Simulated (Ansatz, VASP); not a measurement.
## F: VASP beside Ansatz

```
F
1.0
     2.92332   -1.55537   -0.14938
     3.01943    1.71652    0.04741
    -1.79020    0.38202    7.60036
F
4
Direct
  0.95654 0.63449 0.09926
  0.43092 0.01779 0.39424
  0.03494 0.40316 0.90398
  0.57760 0.94456 0.60252
```

Alike in both runs: task single point; functional PBE; k mesh 10 × 10 × 4; occupations gaussian, width 0.02 eV; no spin polarisation.

```csv
,VASP,Ansatz
version,VASP 6.6.1,Ansatz 0.2.0
potentials or method,"VASP PAW PBE potentials, release 64 (F), cutoff 520 eV","scalar-relativistic, plane waves, PAW"
valence electrons in the cell,28,28
```

Ansatz gave:

```
gap on the k mesh at the Fermi level (eV)                     : 1.10
least direct gap on the mesh (eV)                             : 1.10
pressure (GPa)                                                : -8.4
traceless stress, the component that is largest in VASP (GPa) : -14.98
rms of the force components (eV/Å)                            : 2.048
```

Q: What did VASP give for the same quantities?

A: gap on the k mesh at the Fermi level (eV): 1.07; least direct gap on the mesh (eV): 1.07; pressure (GPa): -8.6; traceless stress, the component that is largest in VASP (GPa): -14.50; rms of the force components (eV/Å): 1.986.

Atom by atom the forces differ by 0.063 eV/Å (rms over components).
